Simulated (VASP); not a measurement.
# CdO (Fm-3m) in VASP: further runs

The runs below take CdO through single point, with r2SCAN, PBE.

Program: VASP 6.6.1. These are calculated values, not measurements. Logs are shortened: lines on timing, memory, paths and dates and some standing lists are left out, and cuts for length are marked.

## (1) The cell of the first run

It takes space group Fm-3m (No. 225, cubic). Conventional cell: a = 4.706 Å, b = 4.706 Å, c = 4.706 Å, α = 90.00°, β = 90.00°, γ = 90.00°. Within 3.1 Å of Cd (site symmetry m-3m) lie 6 O at 2.35 Å. O (site symmetry m-3m) has 6 Cd at 2.35 Å within 3.1 Å.

## (2) Single point, r2SCAN

The input, POSCAR:

```
CdO
1.0
    0.0000000000      2.3530013823      2.3530013823
    2.3530013823      0.0000000000      2.3530013823
    2.3530013823      2.3530013823      0.0000000000
Cd O
1 1
Direct
    0.0000000000      0.0000000000      0.0000000000
    0.5000000000      0.5000000000      0.5000000000
```

The input, INCAR.step1:

```
SYSTEM = CdO
PREC = Accurate
ENCUT = 660
ISMEAR = -1
SIGMA = 0.02
LREAL = .FALSE.
LASPH = .TRUE.
NELM = 120
NBANDS = 16
GGA = PE
ALGO = Normal
EDIFF = 1E-5
LWAVE = .TRUE.
LCHARG = .FALSE.
GGA_COMPAT = .FALSE.
```

The input, INCAR.step2:

```
SYSTEM = CdO
PREC = Accurate
ENCUT = 660
EDIFF = 1E-6
ISMEAR = -1
SIGMA = 0.02
LREAL = .FALSE.
LASPH = .TRUE.
NELM = 120
ALGO = Normal
ISIF = 2
LWAVE = .FALSE.
LCHARG = .TRUE.
METAGGA = R2SCAN
LMIXTAU = .TRUE.
LELF = .TRUE.
LVHAR = .TRUE.
NBANDS = 16
ISTART = 1
GGA_COMPAT = .FALSE.
```

The input, KPOINTS:

```
Automatic mesh
0
G
  8 8 8
  0 0 0
```

Potentials or basis: VASP PAW PBE potentials, release 64 (Cd, O).

Command:

```console
$ cat potpaw_PBE.64/Cd/POTCAR potpaw_PBE.64/O/POTCAR > POTCAR
$ cp INCAR.step1 INCAR
$ mpirun -np 1 vasp_std > vasp.out
$ cp INCAR.step2 INCAR
$ mpirun -np 1 vasp_std > vasp.out
```

OUTCAR:

```text
SYSTEM = CdO
   PREC = Accurate
   ENCUT = 660
   EDIFF = 1E-6
   ISMEAR = -1
   LREAL = .FALSE.
   LASPH = .TRUE.
   NELM = 120
   ISIF = 2
   METAGGA = R2SCAN
   ISTART = 1

 ion  position               nearest neighbor table
   1  0.000  0.000  0.000-   2 2.35   2 2.35   2 2.35   2 2.35   2 2.35   2 2.35
   2  0.500  0.500  0.500-   1 2.35   1 2.35   1 2.35   1 2.35   1 2.35   1 2.35

  LATTYP: Found a face centered cubic cell.
 ALAT       =     4.7060027646

  Lattice vectors:

 A1 = (   0.0000000000,   2.3530013823,   2.3530013823)
 A2 = (   2.3530013823,   0.0000000000,   2.3530013823)
 A3 = (   2.3530013823,   2.3530013823,   0.0000000000)

Analysis of symmetry for initial positions (statically):
=====================================================================
 Subroutine PRICEL returns:
 Original cell was already a primitive cell.

 Routine SETGRP: Setting up the symmetry group for a
 face centered cubic supercell.

 Subroutine GETGRP returns: Found 48 space group operations
 (whereof 48 operations were pure point group operations)
 out of a pool of 48 trial point group operations.

The static configuration has the point symmetry O_h .

Analysis of symmetry for dynamics (positions and initial velocities):
=====================================================================
 Subroutine PRICEL returns:
 Original cell was already a primitive cell.

 Routine SETGRP: Setting up the symmetry group for a
 face centered cubic supercell.

 Subroutine GETGRP returns: Found 48 space group operations
 (whereof 48 operations were pure point group operations)
 out of a pool of 48 trial point group operations.

The dynamic configuration has the point symmetry O_h .

 Subroutine INISYM returns: Found 48 space group operations
 (whereof 48 operations are pure point group operations),
 and found     1 'primitive' translations

----------------------------------------------------------------------------------------

                                     Primitive cell

  volume of cell :      26.0553

  direct lattice vectors                    reciprocal lattice vectors
     0.000000000  2.353001382  2.353001382    -0.212494563  0.212494563  0.212494563
[... 81 lines left out ...]
   LNONCOLLINEAR =      F non collinear calculations
   LSORBIT =      F    spin-orbit coupling
   LASPH  =      T    aspherical Exc in radial PAW
   ENCUT  =  660.0 eV  48.51 Ry    6.96 a.u.   6.97  6.97  6.97*2*pi/ulx,y,z
   NELM   =    120;   NELMIN=  2; NELMDL=  0     # of ELM steps
   EDIFF  = 0.1E-05   stopping-criterion for ELM
   LREAL  =      F    real-space projection
   EDIFFG = 0.1E-04   stopping-criterion for IOM
   NSW    =      0    number of steps for IOM
   IBRION =     -1    ionic relax: 0-MD 1-quasi-New 2-CG
   NFREE  =      0    steps in history (QN), initial steepest desc. (CG)
   ISIF   =      2    stress and relaxation
   ISYM   =      2    0-nonsym 1-usesym 2-fastsym
   POTIM  = 0.5000    time-step for ionic-motion
   TEBEG  =    0.0;   TEEND  =   0.0 temperature during run
   PSTRESS=    0.0 pullay stress
   NELECT =      18.0000    total number of electrons
   NUPDOWN=      -1.0000    fix difference up-down
   EMIN   =  10.00;   EMAX   =-10.00  energy-range for DOS
   EFERMI =   0.00;   METHOD = LEGACY
   ISMEAR =    -1;   SIGMA  =   0.02  broadening in eV -4-tet -1-fermi 0-gaus
   EFERMI_NEDOS =   21; number of points for ismear=-14 and -15
   IALGO  =     38    algorithm
   IMIX   =      4    mixing-type and parameters
     AMIX     =   0.40;   BMIX     =  1.00
     AMIX_MAG =   1.60;   BMIX_MAG =  1.00
  volume/ion in A,a.u.               =      13.03        87.92
  Fermi-wavevector in a.u.,A,eV,Ry     =   1.447216  2.734843 28.496524  2.094435
  Thomas-Fermi vector in A             =   2.565196
   LORBIT       =      0    0 simple, 1 ext, 2 COOP (PROOUT), +10 PAW based schemes
   METAGGA = R2SCAN    functional components
   LHFCALC =     F    Hartree Fock is set to
   AEXX    =    0.0000 exact exchange contribution
   IVDW    =     0    specifies the selected vdW correction
   LEPSILON=     F    determine dielectric tensor
   LRPA    =     F    only Hartree local field effects (RPA)
 non-spin polarized calculation
  energy-cutoff  :      660.00
  volume of cell :       26.06
 maximum number of plane-waves:      1018
   NGX = 13   NGY = 13   NGZ = 13

 number of electron      18.0000002 magnetization

 Free energy of the ion-electron system (eV)
  ---------------------------------------------------
  ext. energy  EPLUGINS =         0.00000000
  ---------------------------------------------------
  free energy    TOTEN  =       -28.56257188 eV

  energy without entropy =      -28.56236134  energy(sigma->0) =      -28.56246661

 E-fermi :   1.7338     XC(G=0): -12.3014

 val. band max:        1.6731398449   @ k =   0.5000   0.0000   0.0000
 cond. band min:       1.7385006089   @ k =   0.0000   0.0000   0.0000
 fundamental gap:      0.0653607639
 Fermi energy:         1.7338430316

 k-point     1 :       0.0000    0.0000    0.0000
  band No.  band energies     occupation
      1     -16.5963      2.00000
      2      -5.1900      2.00000
      3      -5.1900      2.00000
      4      -5.1900      2.00000
      5      -4.8761      2.00000
      6      -4.8761      2.00000
[... 433 lines left out ...]
      3      -5.4930      2.00000
      4      -5.4856      2.00000
      5      -4.6509      2.00000
      6      -4.6478      2.00000
[... 8 lines left out ...]
     15      22.1071      0.00000
     16      25.6357      0.00000

 [... further k-points ...]

------------------------ aborting loop because EDIFF is reached ----------------------------------------

  FORCE on cell =-STRESS in cart. coord.  units (eV):
  Direction    XX          YY          ZZ          XY          YZ          ZX
  --------------------------------------------------------------------------------------
  -------------------------------------------------------------------------------------
  Total        0.2499430      0.2499430      0.2499430     -0.0000000      0.0000000     -0.0000000
  in kB       15.3693329     15.3693329     15.3693329     -0.0000000      0.0000000     -0.0000000
  external PRESSURE =      15.3693329 kB  Pullay stress =       0.0000000 kB

 VOLUME and BASIS-vectors are now :
 -----------------------------------------------------------------------------
  energy-cutoff  :      660.00
  volume of cell :       26.06
      direct lattice vectors                 reciprocal lattice vectors
     0.000000000  2.353001382  2.353001382    -0.212494563  0.212494563  0.212494563
     2.353001382  0.000000000  2.353001382     0.212494563 -0.212494563  0.212494563
     2.353001382  2.353001382  0.000000000     0.212494563  0.212494563 -0.212494563

 POSITION                                       TOTAL-FORCE (eV/Angst)
 -----------------------------------------------------------------------------------
      0.00000      0.00000      0.00000         0.000000     -0.000000      0.000000
      2.35300      2.35300      2.35300        -0.000000      0.000000     -0.000000
 -----------------------------------------------------------------------------------
    total drift:                                0.000000      0.000000      0.000000

  FREE ENERGIE OF THE ION-ELECTRON SYSTEM (eV)
  ---------------------------------------------------
  free  energy   TOTEN  =       -28.5625718795 eV

  energy  without entropy=      -28.5623613372  energy(sigma->0) =      -28.56246661
```

OUTCAR.step1:

```text
SYSTEM = CdO
   PREC = Accurate
   ENCUT = 660
   ISMEAR = -1
   LREAL = .FALSE.
   LASPH = .TRUE.
[... 676 lines left out ...]
      0.00000      0.00000      0.00000         0.000000      0.000000      0.000000
      2.35300      2.35300      2.35300        -0.000000     -0.000000     -0.000000
 -----------------------------------------------------------------------------------
    total drift:                                0.000000      0.000000      0.000000

  FREE ENERGIE OF THE ION-ELECTRON SYSTEM (eV)
  ---------------------------------------------------
  free  energy   TOTEN  =        -7.7054788221 eV

  energy  without entropy=       -7.7051860501  energy(sigma->0) =       -7.70533244
```

Run time: 37 s. Hardware: 1 thread of Intel Xeon 6975P-C (Granite Rapids), shared host; peak memory 0.16 GiB.

What came out:

| Quantity | Value |
| --- | --- |
| Free energy | -28.5626 eV |
| Pressure | 1.5 GPa |
| Band gap on the k mesh | 0.07 eV, indirect (least direct gap 1.40 eV) |

Caveat: the PAW data sets were made with another functional, which shifts forces and pressure a little. A k mesh can miss the band edges.

## (3) Single point, PBE, non-collinear spin, zero start, spin-orbit coupling

The input, INCAR:

```
SYSTEM = CdO
PREC     = Accurate       ! precision mode
ENCUT    = 600            ! plane-wave cutoff, eV
EDIFF    = 1E-6           ! SCF threshold, eV
ISMEAR   = -1             ! smearing method
SIGMA    = 0.02           ! smearing width, eV
LREAL    = .FALSE.        ! projectors in reciprocal space
LASPH    = .TRUE.         ! aspherical terms in the spheres
NELM     = 200            ! most SCF steps
ALGO     = Normal         ! electronic algorithm
ISIF     = 2              ! what is computed and relaxed
LWAVE    = .FALSE.        ! write WAVECAR
LCHARG   = .TRUE.         ! write CHGCAR
MAGMOM   = 0 0 0 0 0 0    ! initial moments
LORBIT   = 11             ! projections on sites
LSORBIT  = .TRUE.         ! spin-orbit coupling
GGA_COMPAT= .FALSE.      
LORBMOM  = .TRUE.       
GGA      = PE             ! functional
LVHAR    = .TRUE.       
NBANDS   = 30             ! bands
```

The input, KPOINTS:

```
regular mesh
0
G
  6 6 6
  0 0 0
```

POSCAR is that of step 2.

Potentials or basis: VASP PAW PBE potentials, release 64 (Cd, O).

Command:

```console
$ cat potpaw_PBE.64/Cd/POTCAR potpaw_PBE.64/O/POTCAR > POTCAR
$ mpirun -np 1 vasp_ncl > vasp.out
```

OUTCAR:

```text
SYSTEM = CdO
   PREC = Accurate
   ENCUT = 600
   EDIFF = 1E-6
   ISMEAR = -1
   LREAL = .FALSE.
   LASPH = .TRUE.
   NELM = 200
   ISIF = 2
   LORBIT = 11
   LSORBIT = .TRUE.
   GGA = PE

 ion  position               nearest neighbor table
   1  0.000  0.000  0.000-   2 2.35   2 2.35   2 2.35   2 2.35   2 2.35   2 2.35
   2  0.500  0.500  0.500-   1 2.35   1 2.35   1 2.35   1 2.35   1 2.35   1 2.35

  LATTYP: Found a face centered cubic cell.
 ALAT       =     4.7060027646

  Lattice vectors:

 A1 = (   0.0000000000,   2.3530013823,   2.3530013823)
 A2 = (   2.3530013823,   0.0000000000,   2.3530013823)
 A3 = (   2.3530013823,   2.3530013823,   0.0000000000)

Analysis of symmetry for initial positions (statically):
=====================================================================
 Subroutine PRICEL returns:
 Original cell was already a primitive cell.

 Routine SETGRP: Setting up the symmetry group for a
 face centered cubic supercell.

 Subroutine GETGRP returns: Found 48 space group operations
 (whereof 48 operations were pure point group operations)
 out of a pool of 48 trial point group operations.

The static configuration has the point symmetry O_h .

Analysis of symmetry for dynamics (positions and initial velocities):
[... 778 lines left out ...]
     0.0000000     0.0000000     0.0000000     0.0000000     0.0000000     0.0000000     0.0000000
     0.0000000     0.0000000     0.0000000     0.0000000     0.0000000     0.0000000     0.0000000
     0.0000000     0.0000000     0.0000000     0.0000000     0.0000000     0.0000000     0.0000000
     0.0000000     0.0000000     0.0000000     0.0000000     0.0000000     0.0000000     0.0000000

 Ion:    2  E_soc:     -0.0003419
 l=   1
     0.0000000    -0.0000570    -0.0000570
    -0.0000570     0.0000000    -0.0000570
    -0.0000570    -0.0000570     0.0000000
 l=   2
     0.0000000     0.0000000     0.0000000     0.0000000     0.0000000
     0.0000000     0.0000000     0.0000000     0.0000000     0.0000000
     0.0000000     0.0000000     0.0000000     0.0000000     0.0000000
     0.0000000     0.0000000     0.0000000     0.0000000     0.0000000
     0.0000000     0.0000000     0.0000000     0.0000000     0.0000000
 l=   3
     0.0000000     0.0000000     0.0000000     0.0000000     0.0000000     0.0000000     0.0000000
     0.0000000     0.0000000     0.0000000     0.0000000     0.0000000     0.0000000     0.0000000
     0.0000000     0.0000000     0.0000000     0.0000000     0.0000000     0.0000000     0.0000000
     0.0000000     0.0000000     0.0000000     0.0000000     0.0000000     0.0000000     0.0000000
     0.0000000     0.0000000     0.0000000     0.0000000     0.0000000     0.0000000     0.0000000
     0.0000000     0.0000000     0.0000000     0.0000000     0.0000000     0.0000000     0.0000000
     0.0000000     0.0000000     0.0000000     0.0000000     0.0000000     0.0000000     0.0000000

 total charge

# of ion       s       p       d       tot
------------------------------------------
    1        0.337   0.256   9.653  10.246
    2        1.571   3.359   0.000   4.930
--------------------------------------------------
tot          1.908   3.615   9.653  15.176

 magnetization (x)

# of ion       s       p       d       tot
------------------------------------------
    1       -0.000   0.000  -0.000  -0.000
    2        0.000  -0.000   0.000  -0.000
--------------------------------------------------
tot         -0.000  -0.000  -0.000  -0.000

 magnetization (y)

# of ion       s       p       d       tot
------------------------------------------
    1       -0.000   0.000  -0.000  -0.000
    2        0.000   0.000   0.000   0.000
--------------------------------------------------
tot         -0.000   0.000  -0.000  -0.000

 magnetization (z)

# of ion       s       p       d       tot
------------------------------------------
    1       -0.000   0.000   0.000  -0.000
    2       -0.000   0.000   0.000   0.000
--------------------------------------------------
tot         -0.000   0.000   0.000   0.000
```

OSZICAR:

```text
N       E                     dE             d eps       ncg     rms          rms(c)
DAV:   1     0.164138870109E+03    0.16414E+03   -0.10633E+04   984   0.139E+03
DAV:   2    -0.122028601033E+01   -0.16536E+03   -0.15426E+03  1044   0.369E+02
DAV:   3    -0.949809835385E+01   -0.82778E+01   -0.82182E+01  1098   0.900E+01
DAV:   4    -0.953922313297E+01   -0.41125E-01   -0.41119E-01  1064   0.640E+00
DAV:   5    -0.953933286829E+01   -0.10974E-03   -0.10973E-03  1106   0.294E-01    0.106E+01
DAV:   6    -0.773703268456E+01    0.18023E+01   -0.41164E+00  1224   0.417E+01    0.912E+00
DAV:   7    -0.775242302257E+01   -0.15390E-01   -0.10362E+00  1026   0.101E+01    0.472E+00
DAV:   8    -0.773665759445E+01    0.15765E-01   -0.12860E-01  1044   0.324E+00    0.102E+00
DAV:   9    -0.772875249696E+01    0.79051E-02   -0.12769E-02  1154   0.150E+00    0.170E-01
DAV:  10    -0.772887318827E+01   -0.12069E-03   -0.20475E-03  1002   0.467E-01    0.881E-02
DAV:  11    -0.772889552925E+01   -0.22341E-04   -0.67696E-05  1104   0.774E-02    0.321E-02
DAV:  12    -0.772891781507E+01   -0.22286E-04   -0.27778E-05  1002   0.549E-02    0.169E-02
DAV:  13    -0.772891597154E+01    0.18435E-05   -0.32449E-06  1060   0.229E-02    0.465E-03
DAV:  14    -0.772891582791E+01    0.14363E-06   -0.82626E-07   842   0.857E-03
   1 F= -.77289158E+01 E0= -.77286345E+01  d E =-.562625E-03  mag=     0.0000     0.0000    -0.0000
```

stdout:

```text
POSCAR found type information on POSCAR CdO
 POSCAR found :  2 types and       2 ions
 scaLAPACK will be used
 LDA part: xc-table for (Slater+PW92), standard interpolation
 POSCAR, INCAR and KPOINTS ok, starting setup
 FFT: planning ... GRIDC
 FFT: planning ... GRID_SOFT
 FFT: planning ... GRID
 WAVECAR not read
 entering main loop
```

Run time: 33 s. Hardware: 1 thread of Intel Xeon 6975P-C (Granite Rapids), shared host; peak memory 0.24 GiB.

Results:

- Free energy: -7.7289 eV
- Pressure: 6.6 GPa
- Net moment: 0.00 μB per cell
- Valence electrons inside the program's atomic spheres: Cd 10.25; O 4.93

Moments on the atoms (μB; x, y, z):
```
Cd  0.00 0.00 0.00
O   0.00 0.00 0.00
```

Caveat: the k points lie up to 0.39 Å⁻¹ apart.
